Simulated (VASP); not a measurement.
# TiAl (P-6m2) in VASP: a series of runs

Runs on TiAl. Level: PBEsol. Tasks: single point.

Program: VASP 6.6.1. These are calculated values, not measurements. Logs are shortened: lines on timing, memory, paths and dates and some standing lists are left out, and cuts for length are marked.

## 1. The cell of the first run

The structure is hexagonal, space group P-6m2 (No. 187). The conventional cell has a = 2.962 Å, b = 2.962 Å, c = 4.990 Å, α = 90.00°, β = 90.00°, γ = 120.00°. Within 3.9 Å of Ti (site symmetry -6m2) lie 6 Ti at 2.96 Å and 6 Al at 3.02 Å. Within 3.9 Å of Al (site symmetry -6m2) lie 6 Al at 2.96 Å and 6 Ti at 3.02 Å.

## 2. Single point, PBEsol (strain +0.040 along x and y, +0.080 along z)

File INCAR:

```
PREC     = Accurate       # precision mode
ENCUT    = 520            # plane-wave cutoff, eV
EDIFF    = 1E-7           # SCF threshold, eV
ISMEAR   = 0              # smearing method
SIGMA    = 0.15           # smearing width, eV
LREAL    = False          # projectors in reciprocal space
LASPH    = True           # aspherical terms in the spheres
NELM     = 60             # most SCF steps
ALGO     = Fast           # electronic algorithm
ISIF     = 2              # what is computed and relaxed
LWAVE    = False          # write WAVECAR
LCHARG   = True           # write CHGCAR
GGA      = PS             # functional
LELF     = True           # ELF
LVHAR    = True         
NBANDS   = 14             # bands
```

File KPOINTS:

```
Automatic mesh
0
Gamma
  24 24 14
```

File POSCAR:

```
TiAl
1.0
    2.9617341361      0.0000000000      0.0000000000
   -1.4808670680      2.5649370011      0.0000000000
    0.0000000000      0.0000000000      4.9895403186
Ti Al
1 1
Direct
    0.0000000000      0.0000000000      0.0000000000
    0.3333333333      0.6666666667      0.5000000000
```

Potentials or basis: VASP PAW PBE potentials, release 64 (Ti_sv, Al).

Run with:

```
$ cat potpaw_PBE.64/Ti_sv/POTCAR potpaw_PBE.64/Al/POTCAR > POTCAR
$ mpirun -np 1 vasp_std > vasp.out
```

OUTCAR:

```text
PREC = Accurate
   ENCUT = 520
   EDIFF = 1E-7
   ISMEAR = 0
   LREAL = False
   LASPH = True
   NELM = 60
   ISIF = 2
   GGA = PS

 ion  position               nearest neighbor table
   1  0.000  0.000  0.000-   2 3.02   2 3.02   2 3.02   2 3.02   2 3.02   2 3.02
   2  0.333  0.667  0.500-   1 3.02   1 3.02   1 3.02   1 3.02   1 3.02   1 3.02

  LATTYP: Found a hexagonal cell.
 ALAT       =     2.9617341361
 C/A-ratio  =     1.6846685385

  Lattice vectors:

 A1 = (   2.9617341361,   0.0000000000,   0.0000000000)
 A2 = (  -1.4808670680,   2.5649370011,   0.0000000000)
 A3 = (   0.0000000000,   0.0000000000,   4.9895403186)

Analysis of symmetry for initial positions (statically):
=====================================================================
 Subroutine PRICEL returns:
 Original cell was already a primitive cell.

 Routine SETGRP: Setting up the symmetry group for a
 hexagonal supercell.

 Subroutine GETGRP returns: Found 12 space group operations
 (whereof 12 operations were pure point group operations)
 out of a pool of 24 trial point group operations.

The static configuration has the point symmetry D_3h.

Analysis of symmetry for dynamics (positions and initial velocities):
=====================================================================
 Subroutine PRICEL returns:
 Original cell was already a primitive cell.

 Routine SETGRP: Setting up the symmetry group for a
 hexagonal supercell.

 Subroutine GETGRP returns: Found 12 space group operations
 (whereof 12 operations were pure point group operations)
 out of a pool of 24 trial point group operations.

The dynamic configuration has the point symmetry D_3h.

 Subroutine INISYM returns: Found 12 space group operations
 (whereof 12 operations are pure point group operations),
 and found     1 'primitive' translations

----------------------------------------------------------------------------------------

                                     Primitive cell

  volume of cell :      37.9038

  direct lattice vectors                    reciprocal lattice vectors
     2.961734136  0.000000000  0.000000000     0.337640029  0.194936562  0.000000000
    -1.480867068  2.564937001  0.000000000     0.000000000  0.389873123  0.000000000
     0.000000000  0.000000000  4.989540319     0.000000000  0.000000000  0.200419264

  length of vectors
     2.961734136  2.961734136  4.989540319     0.389873123  0.389873123  0.200419264

[... 85 lines left out ...]
   NFREE  =      0    steps in history (QN), initial steepest desc. (CG)
   ISIF   =      2    stress and relaxation
   ISYM   =      2    0-nonsym 1-usesym 2-fastsym
   POTIM  = 0.5000    time-step for ionic-motion
   TEBEG  =    0.0;   TEEND  =   0.0 temperature during run
   PSTRESS=    0.0 pullay stress
   NELECT =      15.0000    total number of electrons
   NUPDOWN=      -1.0000    fix difference up-down
   EMIN   =  10.00;   EMAX   =-10.00  energy-range for DOS
   EFERMI =   0.00;   METHOD = LEGACY
   ISMEAR =     0;   SIGMA  =   0.15  broadening in eV -4-tet -1-fermi 0-gaus
   EFERMI_NEDOS =   21; number of points for ismear=-14 and -15
   IALGO  =     68    algorithm
   IMIX   =      4    mixing-type and parameters
     AMIX     =   0.40;   BMIX     =  1.00
     AMIX_MAG =   1.60;   BMIX_MAG =  1.00
  volume/ion in A,a.u.               =      18.95       127.89
  Fermi-wavevector in a.u.,A,eV,Ry     =   1.201925  2.271309 19.655309  1.444624
  Thomas-Fermi vector in A             =   2.337721
   LORBIT       =      0    0 simple, 1 ext, 2 COOP (PROOUT), +10 PAW based schemes
   GGA     = PS    functional components
   LHFCALC =     F    Hartree Fock is set to
   AEXX    =    0.0000 exact exchange contribution
   IVDW    =     0    specifies the selected vdW correction
   LEPSILON=     F    determine dielectric tensor
   LRPA    =     F    only Hartree local field effects (RPA)
 non-spin polarized calculation
 RMM-DIIS sequential band-by-band and
 Gauss-broadening in eV      SIGMA  =   0.15
  energy-cutoff  :      520.00
  volume of cell :       37.90
 maximum number of plane-waves:      1051
 NGX is ok and might be reduce to    24
   NGX = 11   NGY = 11   NGZ = 19

 number of electron      14.9999998 magnetization

 Free energy of the ion-electron system (eV)
  ---------------------------------------------------
  ext. energy  EPLUGINS =         0.00000000
  ---------------------------------------------------
  free energy    TOTEN  =       -12.67591004 eV

  energy without entropy =      -12.64596324  energy(sigma->0) =      -12.66093664

 E-fermi :   6.5590     XC(G=0): -10.4914

 val. band max:        6.5584131847   @ k =   0.3750   0.2500   0.3571
 cond. band min:       6.5591587045   @ k =   0.2917   0.0833   0.1429
 fundamental gap:      0.0007455198
 Fermi energy:         6.5590136837

 k-point     1 :       0.0000    0.0000    0.0000
  band No.  band energies     occupation
      1     -50.0240      2.00000
      2     -26.4294      2.00000
      3     -26.0881      2.00000
      4     -26.0881      2.00000
      5      -1.8238      2.00000
      6       4.2375      2.00000
      7       4.6061      2.00000
      8       7.6867      0.00000
      9       7.6867      0.00000
     10       8.9741      0.00000
     11       8.9741      0.00000
     12       9.5122      0.00000
     13      18.6001      0.00000
     14      18.6001      0.00000
[... 377 lines left out ...]
      1     -49.9595      2.00000
      2     -26.5045      2.00000
      3     -26.3645      2.00000
      4     -26.1905      2.00000
      5       3.0430      2.00000
      6       4.0631      2.00000
      7       5.2817      2.00000
      8       5.7123      2.00000
      9       8.3460      0.00000
     10       9.7707      0.00000
     11       9.9470      0.00000
     12      10.3251      0.00000
     13      11.1817      0.00000
     14      13.3614      0.00000

 [... further k-points ...]
[... 5 lines left out ...]
  --------------------------------------------------------------------------------------
  -------------------------------------------------------------------------------------
  Total       -2.6185563     -2.6185563     -3.9712410     -0.0000000      0.0000000      0.0000000
  in kB     -110.6851070   -110.6851069   -167.8624356     -0.0000000      0.0000000      0.0000000
  external PRESSURE =    -129.7442165 kB  Pullay stress =       0.0000000 kB

 VOLUME and BASIS-vectors are now :
 -----------------------------------------------------------------------------
  energy-cutoff  :      520.00
  volume of cell :       37.90
      direct lattice vectors                 reciprocal lattice vectors
     2.961734136  0.000000000  0.000000000     0.337640029  0.194936562  0.000000000
    -1.480867068  2.564937001  0.000000000     0.000000000  0.389873123  0.000000000
     0.000000000  0.000000000  4.989540319     0.000000000  0.000000000  0.200419264

 POSITION                                       TOTAL-FORCE (eV/Angst)
 -----------------------------------------------------------------------------------
      0.00000      0.00000      0.00000         0.000000      0.000000      0.000000
     -0.00000      1.70996      2.49477        -0.000000      0.000000      0.000000
 -----------------------------------------------------------------------------------
    total drift:                                0.000000     -0.000000      0.000000

  FREE ENERGIE OF THE ION-ELECTRON SYSTEM (eV)
  ---------------------------------------------------
  free  energy   TOTEN  =       -12.6759100365 eV

  energy  without entropy=      -12.6459632421  energy(sigma->0) =      -12.66093664
```

stdout:

```text
POSCAR found type information on POSCAR TiAl
 POSCAR found :  2 types and       2 ions
 scaLAPACK will be used
 -----------------------------------------------------------------------------
|                                                                             |
[... 46 lines left out ...]
 num prob WARNING in EDDRMM: call to ZHEGV failed, returncode =   6  3     10
WARNING in EDDRMM: call to ZHEGV failed, returncode =   8  4     13
WARNING in EDDRMM: call to ZHEGV failed, returncode =   8  4      8
 num prob WARNING in EDDRMM: call to ZHEGV failed, returncode =   6  3      3
 num prob  num prob  num prob  num prob  num prob  num prob RMM:  36    -0.126759098325E+02   -0.17728E-06   -0.16893E-06 13933   0.473E-03    0.118E-03
 num prob WARNING in EDDRMM: call to ZHEGV failed, returncode =   6  3      9
 num prob WARNING in EDDRMM: call to ZHEGV failed, returncode =   8  4      8
```

Run time: 19 min. Hardware: 1 thread of Intel Xeon 8259CL, shared host; peak memory 0.39 GiB.

What came out:

```yaml
Free_energy: -12.6759 eV
Pressure: -13.0 GPa
Band_gap_on_the_k_mesh: zero (an odd number of electrons rules out a gap without spin polarisation)
```

Stress tensor (GPa, compression positive):
```
-11.07   0.00   0.00
  0.00 -11.07   0.00
  0.00   0.00 -16.79
```

Levels at points of the mesh, in eV from the Fermi level:
```csv
k point,band 5,band 6,band 7,band 8,band 9,band 10
"(0.00, 0.00, 0.00)",-8.38,-2.32,-1.95,1.13,1.13,2.42
"(0.50, 0.00, 0.00)",-3.36,-2.70,-1.29,-0.88,1.87,3.35
"(0.00, 0.00, 0.50)",-7.68,-5.02,-0.51,1.14,1.14,2.37
"(0.50, 0.00, 0.50)",-3.30,-2.31,-1.63,0.40,0.82,1.73
```

Caveat: the cell differs from its parent crystal (strain +0.040 along x and y, +0.080 along z); the stress differs along the axes, from -17 to -11 GPa; the PAW data sets were made with another functional, which shifts forces and pressure a little.

## 3. Single point, PBEsol (strain +0.080 along x and y, +0.040 along z)

File INCAR:

```
ALGO = Fast
EDIFF = 1E-6
ENCUT = 520
GGA = PS
ISIF = 2
ISMEAR = 0
LASPH = T
LCHARG = F
LREAL = F
LWAVE = F
NBANDS = 14
NELM = 100
PREC = Accurate
SIGMA = 0.15
```

File KPOINTS:

```
k-points
0
Gamma
  24 24 14
```

File POSCAR:

```
TiAl
1.0
    3.0756469875      0.0000000000      0.0000000000
   -1.5378234937      2.6635884242      0.0000000000
    0.0000000000      0.0000000000      4.8047425290
Ti Al
1 1
Direct
    0.0000000000      0.0000000000      0.0000000000
    0.3333333333      0.6666666667      0.5000000000
```

Potentials or basis: VASP PAW PBE potentials, release 64 (Ti_sv, Al).

Run with:

```
$ cat potpaw_PBE.64/Ti_sv/POTCAR potpaw_PBE.64/Al/POTCAR > POTCAR
$ mpirun -np 1 vasp_std > vasp.out
```

Run time: 8.4 min. Hardware: 1 thread of Intel Xeon 8259CL, shared host; peak memory 0.39 GiB.

Results (log left out):

| Property | Result |
| --- | --- |
| Free energy | -12.5773 eV |
| Pressure | -14.6 GPa |
| Band gap on the k mesh | zero (an odd number of electrons rules out a gap without spin polarisation) |

Stress tensor (GPa, compression positive):
```
-14.84   0.00   0.00
  0.00 -14.84   0.00
  0.00   0.00 -14.06
```

Levels at points of the mesh, in eV from the Fermi level:
```
           k point  band 4  band 5  band 6  band 7  band 8  band 9  band 10  band 11  band 12  band 13
(0.00, 0.00, 0.00)  -32.83   -8.07   -1.94   -1.40    1.03    1.03     2.11     2.11     3.52    10.83
(0.50, 0.00, 0.00)  -32.90   -3.43   -2.78   -1.17   -0.70    1.62     3.04     3.33     3.89     4.68
(0.00, 0.00, 0.50)  -32.83   -7.22   -4.79   -0.15    1.05    1.05     2.04     2.04     6.85    10.51
(0.50, 0.00, 0.50)  -32.90   -3.34   -2.16   -1.55    0.25    0.86     1.41     2.58     3.04     5.25
```

Caveat: the cell differs from its parent crystal (strain +0.080 along x and y, +0.040 along z); the cell stands under tension; the PAW data sets were made with another functional, which shifts forces and pressure a little.

## 4. Single point, PBEsol (strain +0.080 along x and y, +0.080 along z)

File INCAR:

```
SYSTEM = TiAl
PREC = Accurate
ENCUT = 520
EDIFF = 1E-6
ISMEAR = 0
SIGMA = 0.15
LREAL = .False.
LASPH = .True.
NELM = 80
ALGO = Fast
ISIF = 2
LWAVE = .False.
LCHARG = .False.
GGA = PS
NBANDS = 14
```

File KPOINTS:

```
regular mesh
0
Gamma
  24 24 14
  0 0 0
```

Edit POSCAR of step 3 so:

```diff
@@ -4,3 +4,3 @@
    -1.5378234937      2.6635884242      0.0000000000
-    0.0000000000      0.0000000000      4.8047425290
+    0.0000000000      0.0000000000      4.9895403186
 Ti Al
```

Potentials or basis: VASP PAW PBE potentials, release 64 (Ti_sv, Al).

Run with:

```
$ cat potpaw_PBE.64/Ti_sv/POTCAR potpaw_PBE.64/Al/POTCAR > POTCAR
$ mpirun -np 1 vasp_std > vasp.out
```

OUTCAR:

```text
SYSTEM = TiAl
   PREC = Accurate
   ENCUT = 520
   EDIFF = 1E-6
   ISMEAR = 0
   LREAL = .False.
   LASPH = .True.
   NELM = 80
   ISIF = 2
   GGA = PS

 ion  position               nearest neighbor table
   1  0.000  0.000  0.000-   2 3.06   2 3.06   2 3.06   2 3.06   2 3.06   2 3.06
   2  0.333  0.667  0.500-   1 3.06   1 3.06   1 3.06   1 3.06   1 3.06   1 3.06

  LATTYP: Found a hexagonal cell.
 ALAT       =     3.0756469875
 C/A-ratio  =     1.6222734075

  Lattice vectors:

 A1 = (   3.0756469875,   0.0000000000,   0.0000000000)
 A2 = (  -1.5378234937,   2.6635884242,   0.0000000000)
[... 588 lines left out ...]
     11       8.9617      0.00000
     12       9.5767      0.00000
     13      10.2537      0.00000
     14      11.9935      0.00000

 [... further k-points ...]
[... 5 lines left out ...]
  --------------------------------------------------------------------------------------
  -------------------------------------------------------------------------------------
  Total       -3.9690265     -3.9690265     -4.5717958     -0.0000000      0.0000000      0.0000000
  in kB     -155.5716427   -155.5716427   -179.1980437     -0.0000000      0.0000000      0.0000000
  external PRESSURE =    -163.4471097 kB  Pullay stress =       0.0000000 kB

 VOLUME and BASIS-vectors are now :
 -----------------------------------------------------------------------------
  energy-cutoff  :      520.00
  volume of cell :       40.88
      direct lattice vectors                 reciprocal lattice vectors
     3.075646987  0.000000000  0.000000000     0.325134843  0.187716689  0.000000000
    -1.537823494  2.663588424  0.000000000     0.000000000  0.375433378  0.000000000
     0.000000000  0.000000000  4.989540319     0.000000000  0.000000000  0.200419264

 POSITION                                       TOTAL-FORCE (eV/Angst)
 -----------------------------------------------------------------------------------
      0.00000      0.00000      0.00000        -0.000000      0.000000      0.000000
     -0.00000      1.77573      2.49477         0.000000     -0.000000      0.000000
 -----------------------------------------------------------------------------------
    total drift:                                0.000000     -0.000000      0.000000

  FREE ENERGIE OF THE ION-ELECTRON SYSTEM (eV)
  ---------------------------------------------------
  free  energy   TOTEN  =       -12.4252039540 eV

  energy  without entropy=      -12.3905857512  energy(sigma->0) =      -12.40789485
```

OSZICAR:

```text
N       E                     dE             d eps       ncg     rms          rms(c)
DAV:   1     0.948171815291E+02    0.94817E+02   -0.69833E+03 13682   0.103E+03
DAV:   2    -0.842838408981E+01   -0.10325E+03   -0.99662E+02 14216   0.286E+02
DAV:   3    -0.142435589615E+02   -0.58152E+01   -0.56771E+01 21508   0.645E+01
[... 23 lines left out ...]
RMM:  27    -0.124251985494E+02   -0.27796E-05   -0.29273E-05 14168   0.176E-02    0.607E-03
RMM:  28    -0.124252006261E+02   -0.20766E-05   -0.22048E-05 13772   0.153E-02    0.652E-03
RMM:  29    -0.124252021121E+02   -0.14860E-05   -0.15847E-05 13331   0.134E-02    0.686E-03
RMM:  30    -0.124252032010E+02   -0.10889E-05   -0.11951E-05 13591   0.120E-02    0.648E-03
RMM:  31    -0.124252039540E+02   -0.75299E-06   -0.86062E-06 13760   0.116E-02
   1 F= -.12425204E+02 E0= -.12407895E+02  d E =-.346182E-01
```

stdout:

```text
POSCAR found type information on POSCAR TiAl
 POSCAR found :  2 types and       2 ions
 scaLAPACK will be used
 -----------------------------------------------------------------------------
|                                                                             |
|                                                                             |
|     You enforced a specific xc type in the INCAR file but a different       |
|     I HOPE YOU KNOW WHAT YOU ARE DOING!                                     |
|                                                                             |
 -----------------------------------------------------------------------------

 LDA part: xc-table for (Slater+PW92), standard interpolation
 POSCAR, INCAR and KPOINTS ok, starting setup
 FFT: planning ... GRIDC
 FFT: planning ... GRID_SOFT
 FFT: planning ... GRID
 WAVECAR not read
 entering main loop
WARNING in EDDRMM: call to ZHEGV failed, returncode =   8  4      6
WARNING in EDDRMM: call to ZHEGV failed, returncode =   6  3     14
WARNING in EDDRMM: call to ZHEGV failed, returncode =   6  3      6
WARNING in EDDRMM: call to ZHEGV failed, returncode =   8  4      6
WARNING in EDDRMM: call to ZHEGV failed, returncode =   6  3     14
WARNING in EDDRMM: call to ZHEGV failed, returncode =   8  4      7
WARNING in EDDRMM: call to ZHEGV failed, returncode =   6  3     12
WARNING in EDDRMM: call to ZHEGV failed, returncode =   8  4     12
WARNING in EDDRMM: call to ZHEGV failed, returncode =   8  4      5
WARNING in EDDRMM: call to ZHEGV failed, returncode =   8  4      6
WARNING in EDDRMM: call to ZHEGV failed, returncode =   6  3      6
```

Wall time 9.9 min (1 thread of Intel Xeon 8259CL, shared host); peak memory 0.4 GiB.

What came out:

```yaml
Free_energy: -12.4252 eV
Pressure: -16.3 GPa
Band_gap_on_the_k_mesh: zero (an odd number of electrons rules out a gap without spin polarisation)
```

Levels at points of the mesh, in eV from the Fermi level:
```
           k point  band 4  band 5  band 6  band 7  band 8  band 9  band 10  band 11  band 12  band 13
(0.00, 0.00, 0.00)  -32.89   -7.97   -2.07   -1.63    1.01    1.01     2.10     2.10     2.99    10.85
(0.50, 0.00, 0.00)  -32.96   -3.29   -2.69   -1.13   -0.72    1.63     3.00     3.11     3.66     4.29
(0.00, 0.00, 0.50)  -32.89   -7.23   -4.76   -0.29    1.02    1.02     2.05     2.05     6.12     8.88
(0.50, 0.00, 0.50)  -32.96   -3.22   -2.16   -1.50    0.27    0.79     1.46     2.21     3.00     5.13
```

Caveat: the cell differs from its parent crystal (strain +0.080 along x and y, +0.080 along z); the cell stands under tension; the PAW data sets were made with another functional, which shifts forces and pressure a little.

## 5. The runs side by side

| cell | further INCAR settings | gap on the mesh (eV) | pressure (GPa) |
| --- | --- | --- | --- |
| a = 2.962, b = 2.962, c = 4.990 Å, angles 90.0, 90.0, 120.0°, 2 atoms | ALGO = Fast; EDIFF = 1e-07; NBANDS = 14 | none | -13.0 |
| a = 3.076, b = 3.076, c = 4.805 Å, angles 90.0, 90.0, 120.0°, 2 atoms | ALGO = Fast; EDIFF = 1e-06; NBANDS = 14 | none | -14.6 |
| a = 3.076, b = 3.076, c = 4.990 Å, angles 90.0, 90.0, 120.0°, 2 atoms | ALGO = Fast; EDIFF = 1e-06; NBANDS = 14 | none | -16.3 |

Alike in all rows: task single point; level PBEsol; potentials or basis VASP PAW PBE potentials, release 64 (Ti_sv, Al); no spin polarisation; k mesh 24 × 24 × 14; cutoff (eV) 520; smearing gaussian 0.15 eV.

Caveats: the PAW data sets were made with another functional, which shifts forces and pressure a little; the cell stands under tension (at least some runs); the stress differs along the axes, from -17 to -11 GPa (at least some runs).

Total energies depend on the potentials used, so only differences within one code and one set of settings carry meaning.
